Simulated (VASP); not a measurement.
# Hf (P-1) in VASP: settings compared

The runs below take Hf through relaxation of cell and atoms, single point, with PBE+D4, PBE.

All numbers are computed with VASP 6.6.1; they aren't measurements. Logs are shortened: lines on timing, memory, paths and dates and some standing lists are left out, and cuts for length are marked.

## Step 1: The cell of the first run

The typed cell holds 1 atom: a = 3.078 Å, b = 3.058 Å, c = 3.476 Å, α = 55.73°, β = 55.49°, γ = 61.24°.

## Step 2: Relaxation of cell and atoms, PBE+D4

The input, INCAR:

```
ALGO = Fast
EDIFF = 1E-6
EDIFFG = -0.01
ENCUT = 600
GGA = PE
IBRION = 2
ISIF = 3
ISMEAR = -1
IVDW = 13
LASPH = T
LCHARG = F
LREAL = F
LWAVE = F
NELM = 100
NSW = 60
PREC = Accurate
SIGMA = 0.05
```

The input, KPOINTS:

```
k-points
0
Gamma
  11 11 10
```

The input, POSCAR:

```
Hf
1.0
    0.1192699600      2.3430520200      1.9928205800
    2.3210866400      0.1247983600      1.9872921700
    2.4497549800      2.4661919600     -0.0038699800
Hf
1
Direct
    0.0000000000      0.0000000000      0.0000000000
```

Potentials or basis: VASP PAW PBE potentials, release 64 (Hf_pv).

On the command line:

```bash
$ cat potpaw_PBE.64/Hf_pv/POTCAR > POTCAR
$ mpirun -np 1 vasp_std > vasp.out
```

OUTCAR:

```text
EDIFF = 1E-6
   EDIFFG = -0.01
   ENCUT = 600
   GGA = PE
   IBRION = 2
   ISIF = 3
   ISMEAR = -1
   IVDW = 13
   LASPH = T
   LREAL = F
   NELM = 100
   NSW = 60
   PREC = Accurate

 ion  position               nearest neighbor table
   1  0.000  0.000  0.000-

  LATTYP: Found a triclinic cell.
 ALAT       =     8.0853201912
 B/A-ratio  =     1.0599326946
 C/A-ratio  =     0.4299299125
 COS(alpha) =     0.0002686543
 COS(beta)  =     0.6444261274
 COS(gamma) =     0.7595425251

  Lattice vectors:

 A1 = (  -2.5596265600,  -4.8109024000,  -5.9729333300)
 A2 = (   2.2206134400,  -2.2215705000,  -7.9734938700)
 A3 = (  -2.4497549800,  -2.4661919600,   0.0038699800)

Analysis of symmetry for initial positions (statically):
=====================================================================
 Subroutine PRICEL returns:
 Original cell was already a primitive cell.

 Routine SETGRP: Setting up the symmetry group for a
 triclinic supercell.

 Subroutine GETGRP returns: Found  2 space group operations
 (whereof  2 operations were pure point group operations)
 out of a pool of  2 trial point group operations.

The static configuration has the point symmetry S_2 .

Analysis of symmetry for dynamics (positions and initial velocities):
=====================================================================
 Subroutine PRICEL returns:
 Original cell was already a primitive cell.

 Routine SETGRP: Setting up the symmetry group for a
 triclinic supercell.

 Subroutine GETGRP returns: Found  2 space group operations
 (whereof  2 operations were pure point group operations)
 out of a pool of  2 trial point group operations.

The dynamic configuration has the point symmetry S_2 .

 Subroutine INISYM returns: Found  2 space group operations
 (whereof  2 operations are pure point group operations),
 and found     1 'primitive' translations

----------------------------------------------------------------------------------------

                                     Primitive cell

  volume of cell :      21.6414

  direct lattice vectors                    reciprocal lattice vectors
     0.119269960  2.343052020  1.992820580    -0.226487975  0.225371345  0.250376994
     2.321086640  0.124798360  1.987292170     0.227514650 -0.225603412  0.251635733
     2.449754980  2.466191960 -0.003869980     0.203666082  0.202781518 -0.250609060

  length of vectors
     3.078222207  3.058160884  3.476121002     0.405928177  0.407406870  0.381320230

  position of ions in fractional coordinates (direct lattice)
     0.000000000  0.000000000  0.000000000

  ion indices of the primitive-cell ions
   primitive index   ion index
                 1           1

----------------------------------------------------------------------------------------

 KPOINTS: k-points

Automatic generation of k-mesh.
 Grid dimensions read from file:
 generate k-points for:   11   11   10

 Generating k-lattice:

  Cartesian coordinates                     Fractional coordinates (reciprocal lattice)
    -0.020589816  0.020488304  0.022761545     0.090909091  0.000000000  0.000000000
     0.020683150 -0.020509401  0.022875976    -0.000000000  0.090909091 -0.000000000
     0.020366608  0.020278152 -0.025060906    -0.000000000 -0.000000000  0.100000000

  Length of vectors
     0.036902562  0.037036988  0.038132023

  Shift w.r.t. Gamma in fractional coordinates (k-lattice)
     0.000000000  0.000000000  0.000000000

 Subroutine IBZKPT returns following result:
 ===========================================

 Found    606 irreducible k-points:

 Following reciprocal coordinates:
            Coordinates               Weight
  0.000000  0.000000  0.000000      1.000000
  0.090909  0.000000  0.000000      2.000000
  0.181818  0.000000  0.000000      2.000000
  0.272727  0.000000  0.000000      2.000000
  0.363636  0.000000  0.000000      2.000000
  0.454545  0.000000  0.000000      2.000000
[... 16 lines left out ...]
  0.454545  0.181818  0.000000      2.000000
 -0.454545  0.181818 -0.000000      2.000000
 [... further k-points ...]
   k-points           NKPTS =    606   k-points in BZ     NKDIM =    606   number of bands    NBANDS=      9
   number of dos      NEDOS =    301   number of ions     NIONS =      1
   total plane-waves  NPLWV =  18816
   dimension x,y,z NGX =    28 NGY =   24 NGZ =   28
   dimension x,y,z NGXF=    56 NGYF=   48 NGZF=   56
   ions per type =               1
   NGX,Y,Z   is equivalent  to a cutoff of  15.12, 13.05, 13.39 a.u.
   NGXF,Y,Z  is equivalent  to a cutoff of  30.24, 26.09, 26.78 a.u.
 SYSTEM =  unknown system
   PREC   = accura    normal or accurate (medium, high low for compatibility)
   ISTART =      0    job   : 0-new  1-cont  2-samecut
   ICHARG =      2    charge: 1-file 2-atom 10-const
   ISPIN  =      1    spin polarized calculation?
   LNONCOLLINEAR =      F non collinear calculations
   LSORBIT =      F    spin-orbit coupling
   LASPH  =      T    aspherical Exc in radial PAW
   ENCUT  =  600.0 eV  44.10 Ry    6.64 a.u.   6.15  6.11  6.94*2*pi/ulx,y,z
   NELM   =    100;   NELMIN=  2; NELMDL= -5     # of ELM steps
   EDIFF  = 0.1E-05   stopping-criterion for ELM
   LREAL  =      F    real-space projection
   EDIFFG = -.1E-01   stopping-criterion for IOM
   NSW    =     60    number of steps for IOM
   IBRION =      2    ionic relax: 0-MD 1-quasi-New 2-CG
   NFREE  =      1    steps in history (QN), initial steepest desc. (CG)
   ISIF   =      3    stress and relaxation
   ISYM   =      2    0-nonsym 1-usesym 2-fastsym
   POTIM  = 0.5000    time-step for ionic-motion
   TEBEG  =    0.0;   TEEND  =   0.0 temperature during run
   PSTRESS=    0.0 pullay stress
   NELECT =      10.0000    total number of electrons
   NUPDOWN=      -1.0000    fix difference up-down
   EMIN   =  10.00;   EMAX   =-10.00  energy-range for DOS
   EFERMI =   0.00;   METHOD = LEGACY
   ISMEAR =    -1;   SIGMA  =   0.05  broadening in eV -4-tet -1-fermi 0-gaus
   EFERMI_NEDOS =   21; number of points for ismear=-14 and -15
   IALGO  =     68    algorithm
   IMIX   =      4    mixing-type and parameters
     AMIX     =   0.40;   BMIX     =  1.00
     AMIX_MAG =   1.60;   BMIX_MAG =  1.00
  volume/ion in A,a.u.               =      21.64       146.04
  Fermi-wavevector in a.u.,A,eV,Ry     =   1.265647  2.391727 21.794676  1.601863
  Thomas-Fermi vector in A             =   2.398890
   LORBIT       =      0    0 simple, 1 ext, 2 COOP (PROOUT), +10 PAW based schemes
   GGA     = PE    functional components
   LHFCALC =     F    Hartree Fock is set to
   AEXX    =    0.0000 exact exchange contribution
   IVDW    =    13    specifies the selected vdW correction
   LEPSILON=     F    determine dielectric tensor
   LRPA    =     F    only Hartree local field effects (RPA)
 conjugate gradient relaxation of ions
 non-spin polarized calculation
 RMM-DIIS sequential band-by-band and
  energy-cutoff  :      600.00
  volume of cell :       21.64
 maximum number of plane-waves:       734
 NGX is ok and might be reduce to    28
   NGX = 13   NGY = 13   NGZ = 13

--------------------------------------- Ionic step        1  -------------------------------------------

 number of electron      10.0000000 magnetization

 Free energy of the ion-electron system (eV)
  ---------------------------------------------------
  ext. energy  EPLUGINS =         0.00000000
  ---------------------------------------------------
  free energy    TOTEN  =        -9.79153531 eV

  energy without entropy =       -9.77891292  energy(sigma->0) =       -9.78522411

------------------------ aborting loop because EDIFF is reached ----------------------------------------

  DFT-D4 for vdW energy calculation

  Edisp (eV):   -0.21625

  FORCE on cell =-STRESS in cart. coord.  units (eV):
  Direction    XX          YY          ZZ          XY          YZ          ZX
  --------------------------------------------------------------------------------------
  -------------------------------------------------------------------------------------
  Total       0.23334     0.14735     0.36770    -0.24594     0.01570     0.06869
  in kB      17.27500    10.90875    27.22160   -18.20779     1.16248     5.08517
  external pressure =       18.47 kB  Pullay stress =        0.00 kB
[... 94 lines left out ...]
  FREE ENERGIE OF THE ION-ELECTRON SYSTEM (eV)
  ---------------------------------------------------
  free  energy   TOTEN  =       -10.0152339418 eV

  energy  without entropy=      -10.0019137688  energy(sigma->0) =      -10.00857386

[... ionic steps 4 to 16 ...]

--------------------------------------- Ionic step       17  -------------------------------------------

 number of electron      10.0000000 magnetization

------------------------ aborting loop because EDIFF is reached ----------------------------------------

  DFT-D4 for vdW energy calculation

  Edisp (eV):   -0.21184
[... 67 lines left out ...]
  energy  without entropy=      -10.0591626053  energy(sigma->0) =      -10.06490992

--------------------------------------- Ionic step       19  -------------------------------------------

 number of electron      10.0000000 magnetization

 Free energy of the ion-electron system (eV)
  ---------------------------------------------------
  ext. energy  EPLUGINS =         0.00000000
  ---------------------------------------------------
  free energy    TOTEN  =        -9.85889445 eV

  energy without entropy =       -9.84739208  energy(sigma->0) =       -9.85314327

 E-fermi :   4.8349     XC(G=0): -11.3396

 val. band max:        4.8345161917   @ k =   0.2727   0.1818   0.1000
 cond. band min:       4.8361272285   @ k =  -0.0909  -0.3636   0.3000
 fundamental gap:      0.0016110368
 Fermi energy:         4.8348921318

 k-point     1 :       0.0000    0.0000    0.0000
  band No.  band energies     occupation
      1     -25.1441      2.00000
      2     -25.1385      2.00000
      3     -25.1382      2.00000
      4      -2.4269      2.00000
      5       6.1975      0.00000
      6       6.2433      0.00000
      7       6.2690      0.00000
      8       9.0401      0.00000
      9       9.1003      0.00000
[... 265 lines left out ...]
 k-point    24 :      -0.4545    0.1818   -0.0000
  band No.  band energies     occupation
      1     -25.9031      2.00000
      2     -25.4206      2.00000
      3     -25.3056      2.00000
      4       2.1284      2.00000
      5       4.2172      1.99999
      6       5.5012      0.00000
      7       6.8772      0.00000
      8      11.0476      0.00000
      9      11.9209      0.00000

 [... further k-points ...]

------------------------ aborting loop because EDIFF is reached ----------------------------------------

  DFT-D4 for vdW energy calculation

  Edisp (eV):   -0.21177

  FORCE on cell =-STRESS in cart. coord.  units (eV):
  Direction    XX          YY          ZZ          XY          YZ          ZX
  --------------------------------------------------------------------------------------
  -------------------------------------------------------------------------------------
  Total      -0.00356     0.00995    -0.00112    -0.00038    -0.00182     0.00012
  in kB      -0.25820     0.72125    -0.08135    -0.02784    -0.13215     0.00902
  external pressure =        0.13 kB  Pullay stress =        0.00 kB
[... 16 lines left out ...]
  FREE ENERGIE OF THE ION-ELECTRON SYSTEM (eV)
  ---------------------------------------------------
  free  energy   TOTEN  =       -10.0706660801 eV

  energy  without entropy=      -10.0591637128  energy(sigma->0) =      -10.06491490

 reached required accuracy - stopping structural energy minimisation
```

Run time: 30 min. Hardware: 1 thread of Intel Xeon Platinum 8259CL at 2.50GHz (Skylake/Cascade Lake), shared host; peak memory 0.32 GiB.

What came out:

```yaml
Free_energy: -10.0707 eV
Relaxed_volume: 22.10 Å³/atom
Relaxed_cell: a = 3.150 Å, b = 3.152 Å, c = 3.157 Å, α = 59.78°, β = 59.86°, γ = 59.97°
Space_group_after_relaxing_to_0.1_Å: Fm-3m (No. 225)
Energy_gained_by_relaxing: 62.9 meV/atom
Ionic_steps: 19
Pressure_after_relaxing: 0.0 GPa
Band_gap_on_the_k_mesh: zero (bands 5 and 6 overlap by 1.82 eV)
Dispersion_energy_per_atom: -0.212 eV
```

Stress tensor (GPa, compression positive):
```
-0.03  0.00  0.00
 0.00  0.07 -0.01
 0.00 -0.01 -0.01
```

Step by step:
| step | energy change (eV) | largest force (eV/Å) | pressure (GPa) | volume (Å³) |
| --- | --- | --- | --- | --- |
| 1 | 0.0000 | 0.0000 | 1.85 | 21.64 |
| 2 | -0.0074 | 0.0000 | -1.81 | 22.43 |
| 3 | -0.0074 | 0.0000 | -1.55 | 22.36 |
| 4 | -0.0159 | 0.0000 | -1.72 | 22.42 |
| 5 | -0.0389 | 0.0000 | -2.03 | 22.55 |
| 6 | 0.0317 | 0.0000 | -1.56 | 22.58 |
| 7 | -0.0403 | 0.0000 | -2.03 | 22.57 |
| 8 | -0.0498 | 0.0000 | 0.35 | 22.07 |
| 9 | -0.0502 | 0.0000 | 0.96 | 21.95 |
| 10 | -0.0578 | 0.0000 | 0.58 | 22.01 |
| 11 | -0.0619 | 0.0000 | 0.04 | 22.10 |
| 12 | -0.0619 | 0.0000 | 0.11 | 22.09 |
| 13 | -0.0628 | 0.0000 | -0.10 | 22.13 |
| 14 | -0.0628 | 0.0000 | -0.17 | 22.14 |
| 15 | -0.0628 | 0.0000 | -0.16 | 22.14 |
| 16 | -0.0629 | 0.0000 | 0.10 | 22.08 |
| 17 | -0.0629 | 0.0000 | 0.05 | 22.10 |
| 18 | -0.0629 | 0.0000 | 0.03 | 22.10 |
| 19 | -0.0629 | 0.0000 | 0.01 | 22.10 |

Final structure:
```
CELL_PARAMETERS angstrom
0.00325 2.22892 2.22584
2.23185 0.00288 2.22628
2.23503 2.23002 0.00684
ATOMIC_POSITIONS crystal
Hf 0.00000 0.00000 0.00000
```

Caveat: spin-orbit coupling is left out, which moves the levels of the heavy elements. Zero-point motion and thermal expansion aren't in these numbers.

(Continued in part 2 of 2.)
